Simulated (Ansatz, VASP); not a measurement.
## Two plane-wave programs on Sn

```
CELL_PARAMETERS angstrom
0.00000 3.27107 3.27107
3.27107 0.00000 3.27107
3.27107 3.27107 0.00000
ATOMIC_POSITIONS crystal
Sn 0.78500 0.90500 0.90500
Sn 0.21500 0.09500 0.09500
```

Change from the starting cell: shortest bond scaled by 0.76, PAW files.

Alike in both runs: task electric field gradients; functional PBEsol; k mesh 8 × 8 × 8; occupations fermi-dirac, width 0.05 eV; no spin polarisation.

|  | VASP | Ansatz |
| --- | --- | --- |
| version | VASP 6.6.1 | Ansatz 0.2.0 |
| potentials or method | VASP PAW PBE potentials, release 64 (Sn_d) | PAW with Ansatz's default frozen-core files, scalar-relativistic |
| plane-wave cutoff (eV) | 520 | 420 |
| valence electrons in the cell | 28 | 28 |

VASP gave:

| Quantity | Value |
| --- | --- |
| pressure (GPa) | 15.5 |
| traceless stress, the component that is largest in VASP (GPa) | -20.23 |
| rms of the force components (eV/Å) | 7.854 |
| size of Vzz on the site where it differs most (V/Å²) | 257.4 |

Problem. What did Ansatz give for the same quantities?

Solution. Pressure (GPa): 15.2; traceless stress, the component that is largest in VASP (GPa): -19.92; rms of the force components (eV/Å): 7.746; size of Vzz on the site where it differs most (V/Å²): 195.4.

VASP's potentials were made for PBE, not for PBEsol. Atom by atom the forces differ by 0.108 eV/Å (rms over components).
